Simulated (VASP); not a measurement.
# AlNi (P4/mmm) in VASP: a series of runs

Runs on AlNi. Level: PBEsol. Tasks: single point.

Program: VASP 6.6.1. These are calculated values, not measurements. Logs are shortened: lines on timing, memory, paths and dates and some standing lists are left out, and cuts for length are marked.

## 1. The cell of the first run

The structure is tetragonal, space group P4/mmm (No. 123). Conventional cell: a = 2.954 Å, b = 2.954 Å, c = 3.098 Å, α = 90.00°, β = 90.00°, γ = 90.00°. Al (site symmetry 4/mmm) has 8 Ni at 2.60 Å and 6 Al at 2.95 to 3.10 Å within 3.4 Å. Ni (site symmetry 4/mmm) has 8 Al at 2.60 Å and 6 Ni at 2.95 to 3.10 Å within 3.4 Å.

## 2. Single point, PBEsol

INCAR reads:

```
SYSTEM = AlNi
  PREC = Accurate
  ENCUT = 520
  EDIFF = 1E-6
  ISMEAR = 0
  SIGMA = 0.15
  LREAL = .FALSE.
  LASPH = .TRUE.
  NELM = 60
  ALGO = Fast
  ISIF = 2
  LWAVE = .FALSE.
  LCHARG = .FALSE.
  GGA = PS
  NBANDS = 14
```

KPOINTS reads:

```
regular mesh
0
G
  16 16 16
  0 0 0
```

POSCAR reads:

```
AlNi
1.0
    2.0885383387     -2.0884828388      0.0000000000
    2.0885383387      2.0884828388      0.0000000000
    0.0000000000      0.0000000000      3.0984000000
Al Ni
1 1
Direct
    0.0000000000      0.0000000000      0.0000000000
    0.5000000000      0.5000000000      0.5000000000
```

Potentials or basis: VASP PAW PBE potentials, release 64 (Al, Ni).

Run with:

```sh
> cat potpaw_PBE.64/Al/POTCAR potpaw_PBE.64/Ni/POTCAR > POTCAR
> mpirun -np 1 vasp_std > vasp.out
```

OUTCAR:

```text
SYSTEM = AlNi
   PREC = Accurate
   ENCUT = 520
   EDIFF = 1E-6
   ISMEAR = 0
   LREAL = .FALSE.
   LASPH = .TRUE.
   NELM = 60
   ISIF = 2
   GGA = PS

 ion  position               nearest neighbor table
   1  0.000  0.000  0.000-   2 2.60   2 2.60   2 2.60   2 2.60   2 2.60   2 2.60   2 2.60   2 2.60

   2  0.500  0.500  0.500-   1 2.60   1 2.60   1 2.60   1 2.60   1 2.60   1 2.60   1 2.60   1 2.60

  LATTYP: Found a base centered orthorhombic cell.
 ALAT       =     4.1769656776
 B/A-ratio  =     1.0000265743
 C/A-ratio  =     0.7417824898

  Lattice vectors:

 A1 = (  -2.0885383387,  -2.0884828388,   0.0000000000)
 A2 = (   2.0885383387,  -2.0884828388,   0.0000000000)
 A3 = (   0.0000000000,   0.0000000000,   3.0984000000)

Analysis of symmetry for initial positions (statically):
=====================================================================
 Subroutine PRICEL returns:
 Original cell was already a primitive cell.

 Routine SETGRP: Setting up the symmetry group for a
 base centered orthorhombic supercell.

 Subroutine GETGRP returns: Found  8 space group operations
 (whereof  8 operations were pure point group operations)
 out of a pool of  8 trial point group operations.

The static configuration has the point symmetry D_2h.

Analysis of symmetry for dynamics (positions and initial velocities):
=====================================================================
 Subroutine PRICEL returns:
 Original cell was already a primitive cell.

 Routine SETGRP: Setting up the symmetry group for a
 base centered orthorhombic supercell.

 Subroutine GETGRP returns: Found  8 space group operations
 (whereof  8 operations were pure point group operations)
 out of a pool of  8 trial point group operations.

The dynamic configuration has the point symmetry D_2h.

 Subroutine INISYM returns: Found  8 space group operations
 (whereof  8 operations are pure point group operations),
 and found     1 'primitive' translations

----------------------------------------------------------------------------------------

                                     Primitive cell

  volume of cell :      27.0297

  direct lattice vectors                    reciprocal lattice vectors
     2.088538339 -2.088482839  0.000000000     0.239401878 -0.239408240  0.000000000
     2.088538339  2.088482839  0.000000000     0.239401878  0.239408240  0.000000000
     0.000000000  0.000000000  3.098400000     0.000000000  0.000000000  0.322747224

  length of vectors
     2.953600000  2.953600000  3.098400000     0.338569881  0.338569881  0.322747224
[... 94 lines left out ...]
   EMIN   =  10.00;   EMAX   =-10.00  energy-range for DOS
   EFERMI =   0.00;   METHOD = LEGACY
   ISMEAR =     0;   SIGMA  =   0.15  broadening in eV -4-tet -1-fermi 0-gaus
   EFERMI_NEDOS =   21; number of points for ismear=-14 and -15
   IALGO  =     68    algorithm
   IMIX   =      4    mixing-type and parameters
     AMIX     =   0.40;   BMIX     =  1.00
     AMIX_MAG =   1.60;   BMIX_MAG =  1.00
  volume/ion in A,a.u.               =      13.51        91.20
  Fermi-wavevector in a.u.,A,eV,Ry     =   1.282652  2.423862 22.384269  1.645197
  Thomas-Fermi vector in A             =   2.414951
   LORBIT       =      0    0 simple, 1 ext, 2 COOP (PROOUT), +10 PAW based schemes
   GGA     = PS    functional components
   LHFCALC =     F    Hartree Fock is set to
   AEXX    =    0.0000 exact exchange contribution
   IVDW    =     0    specifies the selected vdW correction
   LEPSILON=     F    determine dielectric tensor
   LRPA    =     F    only Hartree local field effects (RPA)
 non-spin polarized calculation
 RMM-DIIS sequential band-by-band and
 Gauss-broadening in eV      SIGMA  =   0.15
  energy-cutoff  :      520.00
  volume of cell :       27.03
 maximum number of plane-waves:       747
 NGX is ok and might be reduce to    24
   NGX = 11   NGY = 11   NGZ = 11

 number of electron      13.0000001 magnetization

 Free energy of the ion-electron system (eV)
  ---------------------------------------------------
  ext. energy  EPLUGINS =         0.00000000
  ---------------------------------------------------
  free energy    TOTEN  =       -11.35990373 eV

  energy without entropy =      -11.34957105  energy(sigma->0) =      -11.35473739

 E-fermi :   8.3781     XC(G=0): -11.5853

 val. band max:        8.3771467521   @ k =  -0.3750   0.2500   0.4375
 cond. band min:       8.3828459735   @ k =   0.1875   0.0625   0.3125
 fundamental gap:      0.0056992214
 Fermi energy:         8.3781080036

 k-point     1 :       0.0000    0.0000    0.0000
  band No.  band energies     occupation
      1      -1.8976      2.00000
      2       5.6568      2.00000
      3       5.6936      2.00000
      4       7.0324      2.00000
      5       7.0325      2.00000
      6       7.1435      2.00000
      7      12.3786      0.00000
      8      13.9047      0.00000
      9      13.9049      0.00000
     10      15.8130      0.00000
     11      16.3216      0.00000
     12      20.1644      0.00000
     13      27.5895      0.00000
     14      27.5913      0.00000
[... 377 lines left out ...]
      1      -1.7615      2.00000
      2       5.6808      2.00000
      3       5.6981      2.00000
      4       6.9905      2.00000
      5       7.0133      2.00000
      6       7.0897      2.00000
      7      12.5679      0.00000
      8      13.0363      0.00000
      9      13.3602      0.00000
     10      16.0576      0.00000
     11      17.4165      0.00000
     12      20.7761      0.00000
     13      26.6764      0.00000
     14      26.8815      0.00000

 [... further k-points ...]

------------------------ aborting loop because EDIFF is reached ----------------------------------------

  FORCE on cell =-STRESS in cart. coord.  units (eV):
  Direction    XX          YY          ZZ          XY          YZ          ZX
  --------------------------------------------------------------------------------------
  -------------------------------------------------------------------------------------
  Total       -2.9177642     -2.9170946     -3.2852772     -0.0000000      0.0000000      0.0000000
  in kB     -172.9497461   -172.9100563   -194.7339865     -0.0000000      0.0000000      0.0000000
  external PRESSURE =    -180.1979296 kB  Pullay stress =       0.0000000 kB

 VOLUME and BASIS-vectors are now :
 -----------------------------------------------------------------------------
  energy-cutoff  :      520.00
  volume of cell :       27.03
      direct lattice vectors                 reciprocal lattice vectors
     2.088538339 -2.088482839  0.000000000     0.239401878 -0.239408240  0.000000000
     2.088538339  2.088482839  0.000000000     0.239401878  0.239408240  0.000000000
     0.000000000  0.000000000  3.098400000     0.000000000  0.000000000  0.322747224

 POSITION                                       TOTAL-FORCE (eV/Angst)
 -----------------------------------------------------------------------------------
      0.00000      0.00000      0.00000        -0.000000      0.000000      0.000000
      2.08854      0.00000      1.54920         0.000000     -0.000000      0.000000
 -----------------------------------------------------------------------------------
    total drift:                                0.000000     -0.000000     -0.000000

  FREE ENERGIE OF THE ION-ELECTRON SYSTEM (eV)
  ---------------------------------------------------
  free  energy   TOTEN  =       -11.3599037335 eV

  energy  without entropy=      -11.3495710510  energy(sigma->0) =      -11.35473739
```

stdout:

```text
POSCAR found type information on POSCAR AlNi
 POSCAR found :  2 types and       2 ions
 scaLAPACK will be used
 -----------------------------------------------------------------------------
|                                                                             |
|                                                                             |
|     You enforced a specific xc type in the INCAR file but a different       |
|     I HOPE YOU KNOW WHAT YOU ARE DOING!                                     |
|                                                                             |
 -----------------------------------------------------------------------------

 LDA part: xc-table for (Slater+PW92), standard interpolation
 POSCAR, INCAR and KPOINTS ok, starting setup
 FFT: planning ... GRIDC
 FFT: planning ... GRID_SOFT
 FFT: planning ... GRID
 WAVECAR not read
 entering main loop
WARNING in EDDRMM: call to ZHEGV failed, returncode =   8  4     14
WARNING in EDDRMM: call to ZHEGV failed, returncode =   8  4     14
```

Run time: 1.9 min. Hardware: 1 thread of AMD EPYC 9R45 (Zen 5), shared host; peak memory 0.32 GiB.

What came out:

```
Free energy            : -11.3599 eV
Pressure               : -18.0 GPa
Band gap on the k mesh : zero (an odd number of electrons rules out a gap without spin polarisation)
```

Stress tensor (GPa, compression positive):
```
-17.29   0.00   0.00
  0.00 -17.29   0.00
  0.00   0.00 -19.47
```

Levels at points of the mesh, in eV from the Fermi level:
```
           k point  band 5  band 6  band 7  band 8  band 9  band 10
(0.00, 0.00, 0.00)   -1.35   -1.23    4.00    5.53    5.53     7.43
(0.50, 0.00, 0.00)   -1.83   -1.26   -0.48    8.05    8.51     9.09
(0.50, 0.50, 0.00)   -1.86   -1.86   -0.81    1.53    2.18    10.34
(0.00, 0.00, 0.50)   -1.84   -1.18   -0.78    8.14    9.78     9.79
(0.50, 0.00, 0.50)   -1.71   -1.68   -0.91    1.14    1.82    11.35
(0.50, 0.50, 0.50)   -0.79    2.04    2.11    2.11    2.71     3.81
```

Caveat: the cell stands under tension; the PAW data sets were made with another functional, which shifts forces and pressure a little.

## 3. Single point, PBEsol

This run uses another cell than the first one, of 13.61 Å³/atom.

INCAR reads:

```
SYSTEM = AlNi
ALGO = Fast ; EDIFF = 1E-6
ENCUT = 520 ; GGA = PS
ISIF = 2 ; ISMEAR = 0
LASPH = .True. ; LCHARG = .False.
LREAL = .False. ; LWAVE = .False.
NBANDS = 14 ; NELM = 100
PREC = Accurate ; SIGMA = 0.15
```

KPOINTS reads:

```
k-points
0
Gamma
  16 16 16
  0 0 0
```

POSCAR reads:

```
AlNi
1.0
    2.1222677803     -2.1222113841      0.0000000000
    2.1222677803      2.1222113841      0.0000000000
    0.0000000000      0.0000000000      3.0219000000
Al Ni
1 1
Direct
    0.0000000000      0.0000000000      0.0000000000
    0.5000000000      0.5000000000      0.5000000000
```

Potentials or basis: VASP PAW PBE potentials, release 64 (Al, Ni).

Run with:

```sh
> cat potpaw_PBE.64/Al/POTCAR potpaw_PBE.64/Ni/POTCAR > POTCAR
> mpirun -np 1 vasp_std > vasp.out
```

Run time: 6.2 min. Hardware: 1 thread of Intel Xeon 8259CL, shared host; peak memory 0.36 GiB.

The run converged. Its results:

```
Free energy            : -11.3441 eV
Pressure               : -18.7 GPa
Band gap on the k mesh : zero (an odd number of electrons rules out a gap without spin polarisation)
```

Stress tensor (GPa, compression positive):
```
-18.60   0.00   0.00
  0.00 -18.59   0.00
  0.00   0.00 -18.92
```

Levels at points of the mesh, in eV from the Fermi level:
```tsv
k point	band 4	band 5	band 6	band 7	band 8	band 9	band 10	band 11
(0.00, 0.00, 0.00)	-1.31	-1.31	-1.29	4.82	5.04	5.04	7.70	7.76
(0.50, 0.00, 0.00)	-1.92	-1.89	-1.24	-0.57	8.12	9.23	9.45	9.58
(0.50, 0.50, 0.00)	-2.51	-1.75	-1.75	-0.86	1.28	1.94	10.81	14.04
(0.00, 0.00, 0.50)	-1.89	-1.89	-1.22	-0.61	8.12	9.42	9.42	9.70
(0.50, 0.00, 0.50)	-2.53	-1.73	-1.73	-0.87	1.22	1.89	10.96	14.15
(0.50, 0.50, 0.50)	-0.85	-0.83	2.07	2.08	2.08	2.64	3.92	3.92
```

Caveat: the cell stands under tension; the PAW data sets were made with another functional, which shifts forces and pressure a little. Spin polarisation is off, so any magnetic state and its effect on volume and gap are missing.

## 4. Single point, PBEsol

This run uses another cell than the first one, of 13.95 Å³/atom.

INCAR reads:

```
ALGO = Fast ; EDIFF = 1E-7
ENCUT = 520 ; GGA = PS
ISIF = 2 ; ISMEAR = 0
LASPH = True ; LCHARG = True
LELF = True ; LREAL = False
LVHAR = True ; LWAVE = False
NBANDS = 14 ; NELM = 80
PREC = Accurate ; SIGMA = 0.15
```

KPOINTS reads:

```
k-points
0
Gamma
  16 16 16
```

POSCAR: that of step 3 with these lines changed.

```diff
@@ -4,3 +4,3 @@
     2.1222677803      2.1222113841      0.0000000000
-    0.0000000000      0.0000000000      3.0219000000
+    0.0000000000      0.0000000000      3.0984000000
 Al Ni
```

Run with:

```sh
> cat potpaw_PBE.64/Al/POTCAR potpaw_PBE.64/Ni/POTCAR > POTCAR
> mpirun -np 1 vasp_std > vasp.out
```

It took 8.6 min on 1 thread of Intel Xeon 8259CL, shared host; peak memory 0.36 GiB.

It converged, with:

| Quantity | Value |
| --- | --- |
| Free energy | -11.2580 eV |
| Pressure | -20.4 GPa |
| Band gap on the k mesh | zero (an odd number of electrons rules out a gap without spin polarisation) |

Stress tensor (GPa, compression positive):
```
-19.95   0.00   0.00
  0.00 -19.95   0.00
  0.00   0.00 -21.26
```

Levels at points of the mesh, in eV from the Fermi level:
```csv
k point,band 4,band 5,band 6,band 7,band 8,band 9,band 10,band 11
"(0.00, 0.00, 0.00)",-1.28,-1.28,-1.21,4.22,5.22,5.22,7.47,7.78
"(0.50, 0.00, 0.00)",-1.93,-1.78,-1.21,-0.50,8.05,8.66,9.03,9.62
"(0.50, 0.50, 0.00)",-2.34,-1.74,-1.74,-0.80,1.38,1.96,10.24,13.49
"(0.00, 0.00, 0.50)",-1.79,-1.79,-1.15,-0.69,8.08,9.50,9.50,9.55
"(0.50, 0.00, 0.50)",-2.45,-1.65,-1.63,-0.86,1.12,1.73,10.90,14.02
"(0.50, 0.50, 0.50)",-0.85,-0.78,2.07,2.12,2.12,2.45,3.74,3.74
```

Caveat: the cell stands under tension; the PAW data sets were made with another functional, which shifts forces and pressure a little. Spin polarisation is off, so any magnetic state and its effect on volume and gap are missing.

## 5. Overview

| cell | further INCAR settings | gap on the mesh (eV) | pressure (GPa) |
| --- | --- | --- | --- |
| a = 2.954, b = 2.954, c = 3.098 Å, 2 atoms | ALGO = Fast; EDIFF = 1e-06; NBANDS = 14 | none | -18.0 |
| a = 3.001, b = 3.001, c = 3.022 Å, 2 atoms | ALGO = Fast; EDIFF = 1e-06; NBANDS = 14 | none | -18.7 |
| a = 3.001, b = 3.001, c = 3.098 Å, 2 atoms | ALGO = Fast; EDIFF = 1e-07; NBANDS = 14 | none | -20.4 |

Alike in all rows: task single point; level PBEsol; potentials or basis VASP PAW PBE potentials, release 64 (Al, Ni); no spin polarisation; k mesh 16 × 16 × 16; cutoff (eV) 520; smearing gaussian 0.15 eV.

Caveats: the cell stands under tension; the PAW data sets were made with another functional, which shifts forces and pressure a little.

Absolute energies hang on the potentials; compare differences alone.
